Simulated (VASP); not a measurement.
# Fe (P4/nmm) in VASP: notebook

Fe is run at these levels: PBE; tasks: single point.

Program: VASP 6.6.1. These are calculated values, not measurements. Logs are shortened: lines on timing, memory, paths and dates and some standing lists are left out, and cuts for length are marked.

## Step 1: The cell of the first run

It takes space group P4/nmm (No. 129, tetragonal). Conventional cell: a = 2.866 Å, b = 2.866 Å, c = 2.866 Å, α = 90.00°, β = 90.00°, γ = 90.00°. Within 3.2 Å of Fe (site symmetry 4mm) lie 14 Fe at 2.44 to 2.87 Å.

## Step 2: Single point, PBE, non-collinear spin, typed start

File INCAR:

```
SYSTEM = Fe
ALGO     = Normal         ! electronic algorithm
EDIFF    = 1E-6           ! SCF threshold, eV
ENCUT    = 520            ! plane-wave cutoff, eV
GGA      = PE             ! functional
ISIF     = 2              ! what is computed and relaxed
ISMEAR   = -1             ! smearing method
LASPH    = .True.         ! aspherical terms in the spheres
LCHARG   = .False.        ! write CHGCAR
LMAXMIX  = 4              ! l up to which the mixer works
LNONCOLLINEAR= .True.         ! non-collinear magnetism
LORBIT   = 11             ! projections on sites
LREAL    = .False.        ! projectors in reciprocal space
LWAVE    = .False.        ! write WAVECAR
MAGMOM   = 0 0 2 0.684 0 1.879 ! initial moments
NBANDS   = 28             ! bands
NELM     = 150            ! most SCF steps
PREC     = Accurate       ! precision mode
SIGMA    = 0.27211386245988 ! smearing width, eV
```

File KPOINTS:

```
k-points
0
Gamma
  2 2 2
  0 0 0
```

File POSCAR:

```
Fe
1.0
    2.8660000000      0.0000000000      0.0000000000
    0.0000000000      2.8660000000      0.0000000000
    0.0000000000      0.0000000000      2.8660000000
Fe
2
Direct
   -0.0034891835      0.0000000000      0.0000000000
    0.5200000000      0.5000000000      0.5000000000
```

Potentials or basis: VASP PAW PBE potentials, release 64 (Fe).

Command:

```bash
> cat potpaw_PBE.64/Fe/POTCAR > POTCAR
> mpirun -np 1 vasp_ncl > vasp.out
```

OUTCAR:

```text
SYSTEM = Fe
   EDIFF = 1E-6
   ENCUT = 520
   GGA = PE
   ISIF = 2
   ISMEAR = -1
   LASPH = .True.
   LNONCOLLINEAR = .True.
   LORBIT = 11
   LREAL = .False.
   NELM = 150
   PREC = Accurate

 ion  position               nearest neighbor table
   1  0.997  0.000  0.000-   2 2.44   2 2.44   2 2.44   2 2.44   2 2.52   2 2.52   2 2.52   2 2.52

   2  0.520  0.500  0.500-   1 2.44   1 2.44   1 2.44   1 2.44   1 2.52   1 2.52   1 2.52   1 2.52

  LATTYP: Found a simple cubic cell.
 ALAT       =     2.8660000000

  Lattice vectors:

 A1 = (   2.8660000000,   0.0000000000,   0.0000000000)
 A2 = (   0.0000000000,   2.8660000000,   0.0000000000)
 A3 = (   0.0000000000,   0.0000000000,   2.8660000000)

Analysis of symmetry for initial positions (statically):
=====================================================================
 Subroutine PRICEL returns:
 Original cell was already a primitive cell.

 Routine SETGRP: Setting up the symmetry group for a
 simple cubic supercell.

 Subroutine GETGRP returns: Found 16 space group operations
 (whereof  8 operations were pure point group operations)
 out of a pool of 48 trial point group operations.

The static configuration has the point symmetry C_4v.
 The point group associated with its full space group is D_4h.

Analysis of symmetry for dynamics (positions and initial velocities):
=====================================================================
 Subroutine PRICEL returns:
 Original cell was already a primitive cell.

 Routine SETGRP: Setting up the symmetry group for a
 simple cubic supercell.

 Subroutine GETGRP returns: Found 16 space group operations
 (whereof  8 operations were pure point group operations)
 out of a pool of 48 trial point group operations.

The dynamic configuration has the point symmetry C_4v.
 The point group associated with its full space group is D_4h.

Analysis of structural, dynamic, and magnetic symmetry:
=====================================================================
 Subroutine PRICEL returns:
 Original cell was already a primitive cell.

 Routine SETGRP: Setting up the symmetry group for a
 simple cubic supercell.

 Subroutine GETGRP returns: Found  1 space group operations
 (whereof  1 operations were pure point group operations)
 out of a pool of 48 trial point group operations.

The overall configuration has the point symmetry C_1 .

 Subroutine INISYM returns: Found  1 space group operations
 (whereof  1 operations are pure point group operations),
 and found     1 'primitive' translations

----------------------------------------------------------------------------------------

                                     Primitive cell

  volume of cell :      23.5412

  direct lattice vectors                    reciprocal lattice vectors
     2.866000000  0.000000000  0.000000000     0.348918353  0.000000000  0.000000000
     0.000000000  2.866000000  0.000000000     0.000000000  0.348918353  0.000000000
     0.000000000  0.000000000  2.866000000     0.000000000  0.000000000  0.348918353

  length of vectors
     2.866000000  2.866000000  2.866000000     0.348918353  0.348918353  0.348918353

  position of ions in fractional coordinates (direct lattice)
     0.996510816  0.000000000  0.000000000
     0.520000000  0.500000000  0.500000000

  ion indices of the primitive-cell ions
   primitive index   ion index
                 1           1
                 2           2

----------------------------------------------------------------------------------------

 KPOINTS: k-points

Automatic generation of k-mesh.
 Grid dimensions read from file:
 generate k-points for:    2    2    2

 Generating k-lattice:

  Cartesian coordinates                     Fractional coordinates (reciprocal lattice)
     0.174459177  0.000000000  0.000000000     0.500000000  0.000000000  0.000000000
     0.000000000  0.174459177  0.000000000     0.000000000  0.500000000  0.000000000
     0.000000000  0.000000000  0.174459177     0.000000000  0.000000000  0.500000000

  Length of vectors
     0.174459177  0.174459177  0.174459177

  Shift w.r.t. Gamma in fractional coordinates (k-lattice)
     0.000000000  0.000000000  0.000000000

 Subroutine IBZKPT returns following result:
 ===========================================

 Found      8 irreducible k-points:

 Following reciprocal coordinates:
            Coordinates               Weight
  0.000000  0.000000  0.000000      1.000000
  0.500000  0.000000  0.000000      1.000000
  0.000000  0.500000  0.000000      1.000000
  0.000000  0.000000  0.500000      1.000000
  0.500000  0.500000  0.000000      1.000000
  0.000000  0.500000  0.500000      1.000000
  0.500000  0.000000  0.500000      1.000000
  0.500000  0.500000  0.500000      1.000000
   k-points           NKPTS =      8   k-points in BZ     NKDIM =      8   number of bands    NBANDS=     28
   number of dos      NEDOS =    301   number of ions     NIONS =      2
   total plane-waves  NPLWV =  13824
   dimension x,y,z NGX =    24 NGY =   24 NGZ =   24
   dimension x,y,z NGXF=    48 NGYF=   48 NGZF=   48
   ions per type =               2
   NGX,Y,Z   is equivalent  to a cutoff of  13.92, 13.92, 13.92 a.u.
   NGXF,Y,Z  is equivalent  to a cutoff of  27.84, 27.84, 27.84 a.u.
 SYSTEM =  Fe
   PREC   = accura    normal or accurate (medium, high low for compatibility)
   ISTART =      0    job   : 0-new  1-cont  2-samecut
   ICHARG =      2    charge: 1-file 2-atom 10-const
   ISPIN  =      1    spin polarized calculation?
   LNONCOLLINEAR =      T non collinear calculations
   LSORBIT =      F    spin-orbit coupling
   LASPH  =      T    aspherical Exc in radial PAW
   ENCUT  =  520.0 eV  38.22 Ry    6.18 a.u.   5.33  5.33  5.33*2*pi/ulx,y,z
   NELM   =    150;   NELMIN=  2; NELMDL= -5     # of ELM steps
   EDIFF  = 0.1E-05   stopping-criterion for ELM
   LREAL  =      F    real-space projection
   EDIFFG = 0.1E-04   stopping-criterion for IOM
   NSW    =      0    number of steps for IOM
   IBRION =     -1    ionic relax: 0-MD 1-quasi-New 2-CG
   NFREE  =      0    steps in history (QN), initial steepest desc. (CG)
   ISIF   =      2    stress and relaxation
   ISYM   =      2    0-nonsym 1-usesym 2-fastsym
   POTIM  = 0.5000    time-step for ionic-motion
   TEBEG  =    0.0;   TEEND  =   0.0 temperature during run
   PSTRESS=    0.0 pullay stress
   NELECT =      16.0000    total number of electrons
   NUPDOWN=      -1.0000    fix difference up-down
   EMIN   =  10.00;   EMAX   =-10.00  energy-range for DOS
   EFERMI =   0.00;   METHOD = LEGACY
   ISMEAR =    -1;   SIGMA  =   0.27  broadening in eV -4-tet -1-fermi 0-gaus
   EFERMI_NEDOS =   21; number of points for ismear=-14 and -15
   IALGO  =     38    algorithm
   IMIX   =      4    mixing-type and parameters
     AMIX     =   0.40;   BMIX     =  1.00
     AMIX_MAG =   1.60;   BMIX_MAG =  1.00
  volume/ion in A,a.u.               =      11.77        79.43
  Fermi-wavevector in a.u.,A,eV,Ry     =   1.439368  2.720012 28.188298  2.071781
  Thomas-Fermi vector in A             =   2.558232
   LORBIT       =     11    0 simple, 1 ext, 2 COOP (PROOUT), +10 PAW based schemes
   GGA     = PE    functional components
   LHFCALC =     F    Hartree Fock is set to
   AEXX    =    0.0000 exact exchange contribution
   IVDW    =     0    specifies the selected vdW correction
   LEPSILON=     F    determine dielectric tensor
   LRPA    =     F    only Hartree local field effects (RPA)
  energy-cutoff  :      520.00
  volume of cell :       23.54
 maximum number of plane-waves:      1284
 NGX is ok and might be reduce to    24
   NGX = 11   NGY = 11   NGZ = 11

 number of electron      15.9999993 magnetization       0.7660013      0.0148674      4.3406845

 number of electron      15.9999993 magnetization       0.7393862     -0.0051729      4.1899737

 Free energy of the ion-electron system (eV)
  ---------------------------------------------------
  ext. energy  EPLUGINS =         0.00000000
  ---------------------------------------------------
  free energy    TOTEN  =       -14.97241097 eV

  energy without entropy =      -13.99338266  energy(sigma->0) =      -14.48289681

 E-fermi :   5.9035     XC(G=0): -12.9034

 val. band max:        5.8849210947   @ k =   0.5000   0.0000   0.0000
 cond. band min:       6.0499577750   @ k =   0.0000   0.0000   0.0000
 fundamental gap:      0.1650366802
 Fermi energy:         5.9035325135

 k-point     1 :       0.0000    0.0000    0.0000
  band No.  band energies     occupation
      1      -2.9437      1.00000
      2      -2.3900      1.00000
      3       0.9140      1.00000
      4       0.9320      1.00000
      5       2.6313      0.99999
      6       2.6453      0.99999
[... 20 lines left out ...]
     27      15.6096      0.00000
     28      15.6594      0.00000
[... 187 lines left out ...]
 k-point     8 :       0.5000    0.5000    0.5000
  band No.  band energies     occupation
      1       2.4155      1.00000
      2       2.4155      1.00000
      3       2.4531      1.00000
      4       2.4531      1.00000
      5       2.4763      1.00000
      6       2.4763      1.00000
[... 20 lines left out ...]
     27      14.6244      0.00000
     28      14.6244      0.00000

------------------------ aborting loop because EDIFF is reached ----------------------------------------

  FORCE on cell =-STRESS in cart. coord.  units (eV):
  Direction    XX          YY          ZZ          XY          YZ          ZX
  --------------------------------------------------------------------------------------
  -------------------------------------------------------------------------------------
  Total        1.2846321      1.4240057      1.4237164      0.0000002      0.0000000     -0.0000001
  in kB       87.4300625     96.9156113     96.8959235      0.0000110      0.0000033     -0.0000098
  external PRESSURE =      93.7471991 kB  Pullay stress =       0.0000000 kB

 VOLUME and BASIS-vectors are now :
 -----------------------------------------------------------------------------
  energy-cutoff  :      520.00
  volume of cell :       23.54
      direct lattice vectors                 reciprocal lattice vectors
     2.866000000  0.000000000  0.000000000     0.348918353  0.000000000  0.000000000
     0.000000000  2.866000000  0.000000000     0.000000000  0.348918353  0.000000000
     0.000000000  0.000000000  2.866000000     0.000000000  0.000000000  0.348918353

 POSITION                                       TOTAL-FORCE (eV/Angst)
 -----------------------------------------------------------------------------------
      2.85600      0.00000      0.00000         0.216768     -0.000000      0.000000
      1.49032      1.43300      1.43300        -0.216768      0.000000     -0.000000
 -----------------------------------------------------------------------------------
    total drift:                               -0.000255     -0.000000      0.000000

  FREE ENERGIE OF THE ION-ELECTRON SYSTEM (eV)
  ---------------------------------------------------
  free  energy   TOTEN  =       -14.9724109706 eV

  energy  without entropy=      -13.9933826562  energy(sigma->0) =      -14.48289681

 total charge

# of ion       s       p       d       tot
------------------------------------------
    1        0.471   0.510   6.235   7.217
    2        0.471   0.510   6.235   7.217
--------------------------------------------------
tot          0.943   1.021  12.470  14.434

 magnetization (x)

# of ion       s       p       d       tot
------------------------------------------
    1       -0.013   0.007  -0.593  -0.599
    2        0.016   0.029   1.268   1.312
--------------------------------------------------
tot          0.003   0.036   0.675   0.713

 magnetization (y)

# of ion       s       p       d       tot
------------------------------------------
    1        0.000  -0.000  -0.001  -0.002
    2       -0.000  -0.000  -0.003  -0.003
--------------------------------------------------
tot         -0.000  -0.000  -0.005  -0.005

 magnetization (z)

# of ion       s       p       d       tot
------------------------------------------
    1        0.011   0.103   2.076   2.190
    2        0.006   0.099   1.747   1.852
--------------------------------------------------
tot          0.017   0.202   3.823   4.042
```

Run time: 40 s. Hardware: 1 thread of Intel Xeon Platinum 8559C (Emerald Rapids), shared host; peak memory 0.19 GiB.

What came out:

* Free energy: -14.9724 eV
* Pressure: 9.4 GPa
* Largest force: 0.217 eV/Å
* Band gap on the k mesh: zero (band 16 reaches 6.20 eV, above the bottom of band 17 at 5.62 eV)
* Net moment: 4.25 μB per cell
* Valence electrons inside the program's atomic spheres: Fe 7.22

Forces on the atoms (eV/Å):
```
Fe   0.217  0.000  0.000
Fe  -0.217  0.000  0.000
```

Stress tensor (GPa, compression positive):
```
8.74 0.00 0.00
0.00 9.69 0.00
0.00 0.00 9.69
```

Levels at points of the mesh, in eV from the Fermi level:
| k point | band 13 | band 14 | band 15 | band 16 | band 17 | band 18 |
| --- | --- | --- | --- | --- | --- | --- |
| (0.00, 0.00, 0.00) | -0.93 | -0.93 | 0.15 | 0.15 | 0.17 | 1.23 |
| (0.50, 0.00, 0.00) | -1.15 | -0.70 | -0.34 | -0.29 | -0.29 | -0.27 |
| (0.00, 0.50, 0.00) | -0.99 | -0.99 | -0.32 | -0.32 | -0.21 | -0.21 |
| (0.00, 0.00, 0.50) | -0.99 | -0.99 | -0.32 | -0.32 | -0.21 | -0.21 |
| (0.50, 0.50, 0.00) | -0.08 | -0.08 | 0.30 | 0.30 | 0.39 | 0.39 |
| (0.00, 0.50, 0.50) | -0.11 | -0.11 | 0.27 | 0.27 | 0.42 | 0.42 |
| (0.50, 0.00, 0.50) | -0.08 | -0.08 | 0.30 | 0.30 | 0.39 | 0.39 |
| (0.50, 0.50, 0.50) | -1.13 | -1.13 | -1.13 | -1.13 | 1.63 | 1.63 |

Moments on the atoms (μB; x, y, z):
```
Fe  -0.60  0.00  2.19
Fe   1.31  0.00  1.85
```

Caveat: the k points lie up to 1.10 Å⁻¹ apart.

## Step 3: Single point, PBE, non-collinear spin, typed start

File INCAR:

```
SYSTEM = Fe
PREC     = Accurate       ! precision mode
ENCUT    = 520            ! plane-wave cutoff, eV
EDIFF    = 1E-6           ! SCF threshold, eV
ISMEAR   = -1             ! smearing method
SIGMA    = 0.27211386245988 ! smearing width, eV
LREAL    = .False.        ! projectors in reciprocal space
LASPH    = .True.         ! aspherical terms in the spheres
NELM     = 150            ! most SCF steps
ALGO     = Normal         ! electronic algorithm
ISIF     = 2              ! what is computed and relaxed
LWAVE    = .False.        ! write WAVECAR
LCHARG   = .False.        ! write CHGCAR
LNONCOLLINEAR= .True.         ! non-collinear magnetism
MAGMOM   = 0 0 2 0.894 0 1.789 ! initial moments
LORBIT   = 11             ! projections on sites
LMAXMIX  = 4              ! l up to which the mixer works
GGA      = PE             ! functional
NBANDS   = 28             ! bands
```

File KPOINTS:

```
regular mesh
0
Gamma
  2 2 2
  0 0 0
```

POSCAR is that of step 2.

Potentials or basis: VASP PAW PBE potentials, release 64 (Fe).

Command:

```bash
> cat potpaw_PBE.64/Fe/POTCAR > POTCAR
> mpirun -np 1 vasp_ncl > vasp.out
```

Run time: 34 s. Hardware: 1 thread of Intel Xeon Platinum 8559C (Emerald Rapids), shared host; peak memory 0.19 GiB.

Results (log left out):

| Property | Result |
| --- | --- |
| Free energy | -14.9724 eV |
| Pressure | 9.4 GPa |
| Largest force | 0.217 eV/Å |
| Band gap on the k mesh | zero (band 16 reaches 6.20 eV, above the bottom of band 17 at 5.62 eV) |
| Net moment | 4.26 μB per cell |
| Valence electrons inside the program's atomic spheres | Fe 7.22 |

Forces on the atoms (eV/Å):
```
Fe   0.217  0.000  0.000
Fe  -0.217  0.000  0.000
```

Stress tensor (GPa, compression positive):
```
8.76 0.00 0.00
0.00 9.70 0.00
0.00 0.00 9.70
```

Levels at points of the mesh, in eV from the Fermi level:
```csv
k point,band 13,band 14,band 15,band 16,band 17,band 18
"(0.00, 0.00, 0.00)",-0.93,-0.93,0.15,0.15,0.17,1.23
"(0.50, 0.00, 0.00)",-1.15,-0.70,-0.34,-0.29,-0.29,-0.27
"(0.00, 0.50, 0.00)",-0.99,-0.99,-0.32,-0.32,-0.21,-0.21
"(0.00, 0.00, 0.50)",-0.99,-0.99,-0.32,-0.32,-0.21,-0.21
"(0.50, 0.50, 0.00)",-0.08,-0.08,0.30,0.30,0.39,0.39
"(0.00, 0.50, 0.50)",-0.11,-0.11,0.27,0.27,0.42,0.42
"(0.50, 0.00, 0.50)",-0.08,-0.08,0.30,0.30,0.39,0.39
"(0.50, 0.50, 0.50)",-1.13,-1.13,-1.13,-1.13,1.63,1.63
```

Moments on the atoms (μB; x, y, z):
```
Fe  -0.47  0.00  2.22
Fe   1.42 -0.01  1.77
```

Caveat: the k points lie up to 1.10 Å⁻¹ apart.

## Step 4: Single point, PBE, non-collinear spin, typed start

File INCAR:

```
SYSTEM = Fe
PREC = Accurate
ENCUT = 520
EDIFF = 1E-6
ISMEAR = -1
SIGMA = 0.27211386245988
LREAL = .False.
LASPH = .True.
NELM = 150
ALGO = Normal
ISIF = 2
LWAVE = .False.
LCHARG = .False.
LNONCOLLINEAR = .True.
MAGMOM = 0 0 2 1.147 0 1.638
LORBIT = 11
LMAXMIX = 4
GGA = PE
NBANDS = 28
```

File KPOINTS:

```
Automatic mesh
0
Gamma
  2 2 2
  0 0 0
```

POSCAR is that of step 3.

Command:

```bash
> cat potpaw_PBE.64/Fe/POTCAR > POTCAR
> mpirun -np 1 vasp_ncl > vasp.out
```

Wall time 26 s (1 thread of Intel Xeon Platinum 8559C (Emerald Rapids), shared host); peak memory 0.19 GiB.

Results (log left out):

* Free energy: -14.9724 eV
* Pressure: 9.4 GPa
* Largest force: 0.216 eV/Å
* Band gap on the k mesh: zero (band 16 reaches 6.20 eV, above the bottom of band 17 at 5.62 eV)
* Net moment: 4.26 μB per cell
* Valence electrons inside the program's atomic spheres: Fe 7.22

Forces on the atoms (eV/Å):
```
Fe   0.216  0.000  0.000
Fe  -0.216  0.000  0.000
```

Stress tensor (GPa, compression positive):
```
8.76 0.00 0.00
0.00 9.71 0.00
0.00 0.00 9.70
```

Levels at points of the mesh, in eV from the Fermi level:
```
           k point  band 12  band 13  band 14  band 15  band 16  band 17  band 18  band 19
(0.00, 0.00, 0.00)    -0.95    -0.93    -0.93     0.15     0.15     0.17     1.23     1.28
(0.50, 0.00, 0.00)    -1.17    -1.15    -0.70    -0.34    -0.29    -0.29    -0.27    -0.27
(0.00, 0.50, 0.00)    -1.32    -0.99    -0.99    -0.32    -0.32    -0.21    -0.21    -0.17
(0.00, 0.00, 0.50)    -1.32    -0.99    -0.99    -0.32    -0.32    -0.21    -0.21    -0.17
(0.50, 0.50, 0.00)    -1.17    -0.08    -0.08     0.30     0.30     0.39     0.39     1.16
(0.00, 0.50, 0.50)    -1.17    -0.11    -0.11     0.27     0.27     0.42     0.42     1.10
(0.50, 0.00, 0.50)    -1.17    -0.08    -0.08     0.30     0.30     0.39     0.39     1.16
(0.50, 0.50, 0.50)    -1.99    -1.13    -1.13    -1.13    -1.13     1.63     1.63     1.64
```

Moments on the atoms (μB; x, y, z):
```
Fe  -0.31  0.00  2.25
Fe   1.54  0.00  1.67
```

Caveat: the k points lie up to 1.10 Å⁻¹ apart.

(Continued in part 2 of 2.)
